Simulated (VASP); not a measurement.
# Li: single point with PBE

Li:

```
Li
1.0
     1.43916   -0.83090    4.73695
     0.00000    1.66180    4.73695
    -1.43916   -0.83090    4.73695
Li
2
Cartesian
  0.0000 0.0000 3.5527
  0.0000 0.0000 -3.5527
```

```yaml
Program: VASP 6.6.1
Task: single point
Functional: PBE
Potentials_or_basis: VASP PAW PBE potentials, release 64 (Li_sv)
Cutoff: 520 eV
k_mesh: 13 × 13 × 13
Occupations: fermi-dirac, width 0.08 eV
Spin: no spin polarisation
```

The band gap on the k mesh is zero (band 3 reaches 2.85 eV, above the bottom of band 4 at -1.29 eV).

Levels at points of the mesh, in eV from the Fermi level:
| k point | band 1 | band 2 | band 3 | band 4 | band 5 | band 6 | band 7 |
| --- | --- | --- | --- | --- | --- | --- | --- |
| (0.00, 0.00, 0.00) | -46.26 | -46.22 | -3.79 | -0.16 | 3.48 | 14.38 | 14.38 |

It took 2.1 min on 1 thread of Intel(R) Xeon(R) Platinum 8488C (Sapphire Rapids) (shared host), peak memory 0.23 GiB.
